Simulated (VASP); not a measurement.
# TiNi (P4/mmm) in VASP: further runs

The runs below take TiNi through vibrations by perturbation theory, with LDA.

All numbers are computed with VASP 6.6.1; they aren't measurements. Logs are shortened: lines on timing, memory, paths and dates and some standing lists are left out, and cuts for length are marked.

**1. The cell of the first run**

It takes space group P4/mmm (No. 123, tetragonal). The conventional cell has a = 2.702 Å, b = 2.702 Å, c = 3.420 Å, α = 90.00°, β = 90.00°, γ = 90.00°. Within 3.4 Å of Ti (site symmetry 4/mmm) lie 8 Ni at 2.56 Å and 4 Ti at 2.70 Å. Within 3.4 Å of Ni (site symmetry 4/mmm) lie 8 Ti at 2.56 Å and 4 Ni at 2.70 Å.

**2. Vibrations by perturbation theory, LDA**

The input, INCAR:

```
SYSTEM = TiNi
ALGO = Normal
EDIFF = 1E-8
ENCUT = 520
IBRION = 8
ISIF = 2
ISMEAR = -1
LASPH = .True.
LCHARG = .True.
LREAL = .False.
LWAVE = .False.
NELM = 60
NSW = 1
PREC = Accurate
SIGMA = 0.05
```

The input, KPOINTS:

```
k-points
0
Gamma
  14 14 10
  0 0 0
```

The input, POSCAR:

```
TiNi
1.0
    2.7022439353      0.0000000000      0.0000000000
    0.0000000000      2.7022439353      0.0000000000
    0.0000000000      0.0000000000      3.4203066488
Ti Ni
1 1
Direct
    0.5000000000      0.5000000000      0.5000000000
    0.0000000000      0.0000000000      0.0000000000
```

Potentials or basis: VASP PAW LDA potentials, release 64 (Ti_sv, Ni).

The run is started by

```bash
$ cat potpaw_LDA.64/Ti_sv/POTCAR potpaw_LDA.64/Ni/POTCAR > POTCAR
$ mpirun -np 1 vasp_std > vasp.out
```

OUTCAR:

```text
SYSTEM = TiNi
   EDIFF = 1E-8
   ENCUT = 520
   IBRION = 8
   ISIF = 2
   ISMEAR = -1
   LASPH = .True.
   LREAL = .False.
   NELM = 60
   NSW = 1
   PREC = Accurate

 ion  position               nearest neighbor table
   1  0.500  0.500  0.500-   2 2.56   2 2.56   2 2.56   2 2.56   2 2.56   2 2.56   2 2.56   2 2.56

   2  0.000  0.000  0.000-   1 2.56   1 2.56   1 2.56   1 2.56   1 2.56   1 2.56   1 2.56   1 2.56

  LATTYP: Found a simple tetragonal cell.
 ALAT       =     2.7022439353
 C/A-ratio  =     1.2657283098

  Lattice vectors:

 A1 = (   2.7022439353,   0.0000000000,   0.0000000000)
 A2 = (   0.0000000000,   2.7022439353,   0.0000000000)
 A3 = (   0.0000000000,   0.0000000000,   3.4203066488)

Analysis of symmetry for initial positions (statically):
=====================================================================
 Subroutine PRICEL returns:
 Original cell was already a primitive cell.

 Routine SETGRP: Setting up the symmetry group for a
 simple tetragonal supercell.

 Subroutine GETGRP returns: Found 16 space group operations
 (whereof 16 operations were pure point group operations)
 out of a pool of 16 trial point group operations.

The static configuration has the point symmetry D_4h.

Analysis of symmetry for dynamics (positions and initial velocities):
=====================================================================
 Subroutine PRICEL returns:
 Original cell was already a primitive cell.

 Routine SETGRP: Setting up the symmetry group for a
 simple tetragonal supercell.

 Subroutine GETGRP returns: Found 16 space group operations
 (whereof 16 operations were pure point group operations)
 out of a pool of 16 trial point group operations.

The dynamic configuration has the point symmetry D_4h.

 Subroutine INISYM returns: Found 16 space group operations
 (whereof 16 operations are pure point group operations),
 and found     1 'primitive' translations

----------------------------------------------------------------------------------------

                                     Primitive cell

  volume of cell :      24.9755

  direct lattice vectors                    reciprocal lattice vectors
     2.702243935  0.000000000  0.000000000     0.370062816  0.000000000  0.000000000
     0.000000000  2.702243935  0.000000000     0.000000000  0.370062816  0.000000000
     0.000000000  0.000000000  3.420306649     0.000000000  0.000000000  0.292371446

  length of vectors
     2.702243935  2.702243935  3.420306649     0.370062816  0.370062816  0.292371446

  position of ions in fractional coordinates (direct lattice)
     0.500000000  0.500000000  0.500000000
     0.000000000  0.000000000  0.000000000

  ion indices of the primitive-cell ions
   primitive index   ion index
                 1           1
                 2           2

----------------------------------------------------------------------------------------

 KPOINTS: k-points

Automatic generation of k-mesh.
 Grid dimensions read from file:
 generate k-points for:   14   14   10

 Generating k-lattice:

  Cartesian coordinates                     Fractional coordinates (reciprocal lattice)
     0.026433058  0.000000000  0.000000000     0.071428571  0.000000000  0.000000000
     0.000000000  0.026433058  0.000000000     0.000000000  0.071428571  0.000000000
     0.000000000  0.000000000  0.029237145     0.000000000  0.000000000  0.100000000

  Length of vectors
     0.026433058  0.026433058  0.029237145

  Shift w.r.t. Gamma in fractional coordinates (k-lattice)
     0.000000000  0.000000000  0.000000000

[... 78 lines left out ...]
   IVDW    =     0    specifies the selected vdW correction
   LEPSILON=     F    determine dielectric tensor
   LRPA    =     F    only Hartree local field effects (RPA)
 non-spin polarized calculation
  energy-cutoff  :      520.00
  volume of cell :       24.98
 maximum number of plane-waves:       704
   NGX = 11   NGY = 11   NGZ = 13

--------------------------------------- Ionic step        1  -------------------------------------------

 number of electron      22.0000004 magnetization

 Free energy of the ion-electron system (eV)
  ---------------------------------------------------
  ext. energy  EPLUGINS =         0.00000000
  ---------------------------------------------------
  free energy    TOTEN  =       -15.88138100 eV

  energy without entropy =      -15.86078480  energy(sigma->0) =      -15.87108290

 E-fermi :  10.0408     XC(G=0): -13.1759

 val. band max:       10.0253107962   @ k =   0.5000   0.1429   0.1000
 cond. band min:      10.0424839118   @ k =   0.2143   0.0714   0.1000
 fundamental gap:      0.0171731156
 Fermi energy:        10.0408441933

 k-point     1 :       0.0000    0.0000    0.0000
  band No.  band energies     occupation
      1     -46.0407      2.00000
      2     -22.6690      2.00000
      3     -22.2887      2.00000
      4     -22.2887      2.00000
      5       2.1576      2.00000
      6       5.7426      2.00000
      7       6.2177      2.00000
      8       7.9360      2.00000
      9       7.9360      2.00000
     10       8.6157      2.00000
     11       9.8034      1.98284
     12      10.7871      0.00000
     13      13.1530      0.00000
     14      13.1530      0.00000
[... 401 lines left out ...]
      2     -22.8501      2.00000
      3     -22.5724      2.00000
      4     -22.5122      2.00000
      5       5.3747      2.00000
      6       6.6191      2.00000
      7       7.1013      2.00000
      8       7.4652      2.00000
      9       7.4836      2.00000
     10       8.2848      2.00000
     11      10.6561      0.00001
     12      10.8145      0.00000
     13      10.9348      0.00000
     14      12.0238      0.00000
     15      12.6345      0.00000

 [... further k-points ...]
[... 5 lines left out ...]
  --------------------------------------------------------------------------------------
  -------------------------------------------------------------------------------------
  Total        0.0039648      0.0039648     -0.0141898      0.0000000     -0.0000000      0.0000000
  in kB        0.2543398      0.2543398     -0.9102735      0.0000000     -0.0000000      0.0000000
  external PRESSURE =      -0.1338646 kB  Pullay stress =       0.0000000 kB

 VOLUME and BASIS-vectors are now :
 -----------------------------------------------------------------------------
  energy-cutoff  :      520.00
  volume of cell :       24.98
      direct lattice vectors                 reciprocal lattice vectors
     2.702243935  0.000000000  0.000000000     0.370062816  0.000000000  0.000000000
     0.000000000  2.702243935  0.000000000     0.000000000  0.370062816  0.000000000
     0.000000000  0.000000000  3.420306649     0.000000000  0.000000000  0.292371446

 POSITION                                       TOTAL-FORCE (eV/Angst)
 -----------------------------------------------------------------------------------
      1.35112      1.35112      1.71015         0.000000      0.000000      0.000000
      0.00000      0.00000      0.00000         0.000000      0.000000      0.000000
 -----------------------------------------------------------------------------------
    total drift:                               -0.000000      0.000000      0.000000

  FREE ENERGIE OF THE ION-ELECTRON SYSTEM (eV)
  ---------------------------------------------------
  free  energy   TOTEN  =       -15.8813809985 eV

  energy  without entropy=      -15.8607848032  energy(sigma->0) =      -15.87108290

[... ionic steps 2 to 3 ...]

--------------------------------------- Ionic step        4  -------------------------------------------

------------------------ aborting loop because EDIFF is reached ----------------------------------------
[... 11 lines left out ...]
[... ionic steps 8 to 8 ...]

--------------------------------------- Ionic step        9  -------------------------------------------

 Free energy of the ion-electron system (eV)
  ---------------------------------------------------
  ---------------------------------------------------
  free energy    TOTEN  =        -0.19058220 eV

  energy without entropy =       -0.19058221

------------------------ aborting loop because EDIFF is reached ----------------------------------------

 INTERNAL STRAIN TENSOR  FOR ION    2  DIRECTION 3   (eV/Angst):
 -----------------------------------------------------------------------------
    -0.02509  0.00000  0.00000
     0.00000 -0.02509  0.00000
     0.00000  0.00000  0.03545

 INTERNAL STRAIN TENSOR FOR ION    2 for displacements in x,y,z  (eV/Angst):
          X           Y           Z          XY          YZ          ZX
  --------------------------------------------------------------------------------
  x     0.00000     0.00000     0.00000     0.00000     0.00000     0.00000
  y     0.00000     0.00000     0.00000     0.00000     0.00000     0.00000
  z     0.00000     0.00000     0.00000     0.00000     0.00000     0.00000

 SECOND DERIVATIVES (NOT SYMMETRIZED)
 ------------------------------------
               1X          1Y          1Z          2X          2Y          2Z
  1X    -4.180528    0.000000    0.000000    4.180528    0.000000    0.000000
  1Y     0.000000   -4.180528    0.000000    0.000000    4.180528    0.000000
  1Z     0.000000    0.000000   -5.551496   -0.000000    0.000000    5.551496
  2X     4.186186    0.000000    0.000000   -4.186186    0.000000    0.000000
  2Y     0.000000    4.186186    0.000000    0.000000   -4.186186    0.000000
  2Z     0.000000   -0.000000    5.552470   -0.000000    0.000000   -5.552470

 Eigenvectors and eigenvalues of the dynamical matrix
 ----------------------------------------------------

   1 f  =    7.173502 THz    45.072442 2PiTHz  239.282266 cm-1    29.667207 meV
             X         Y         Z           dx          dy          dz
      1.351122  1.351122  1.710153     0.000000   -0.000000    0.742074
      0.000000  0.000000  0.000000    -0.000000    0.000000   -0.670318
[... 21 lines left out ...]
   6 f/i=    0.002094 THz     0.013160 2PiTHz    0.069863 cm-1     0.008662 meV
             X         Y         Z           dx          dy          dz
      1.351122  1.351122  1.710153    -0.000000    0.670535    0.000000
      0.000000  0.000000  0.000000    -0.000000    0.741878    0.000000

--------------------------------------------------------------------------------------------------------

 ELASTIC MODULI CONTR FROM IONIC RELAXATION (kBar)
 Direction    XX          YY          ZZ          XY          YZ          ZX
 --------------------------------------------------------------------------------
 XX           0.0000      0.0000      0.0000      0.0000      0.0000      0.0000
 YY           0.0000      0.0000      0.0000      0.0000      0.0000      0.0000
 ZZ           0.0000      0.0000      0.0000      0.0000      0.0000      0.0000
 XY           0.0000      0.0000      0.0000      0.0000      0.0000      0.0000
 YZ           0.0000      0.0000      0.0000      0.0000      0.0000      0.0000
 ZX           0.0000      0.0000      0.0000      0.0000      0.0000      0.0000
 --------------------------------------------------------------------------------
```

Run time: 12 min. Hardware: 1 thread of Oxide Virtual Turin-like, shared host; peak memory 0.46 GiB.

What came out:

```
Highest phonon frequency at Γ, LO-TO splitting left out : 239 cm⁻¹
```

Phonon frequencies in cm⁻¹ (negative: imaginary):
```tsv
q point	frequencies
(0.000, 0.000, 0.000)	0 0 0 208 208 239
```

(Part 1 of 2 ends here.)
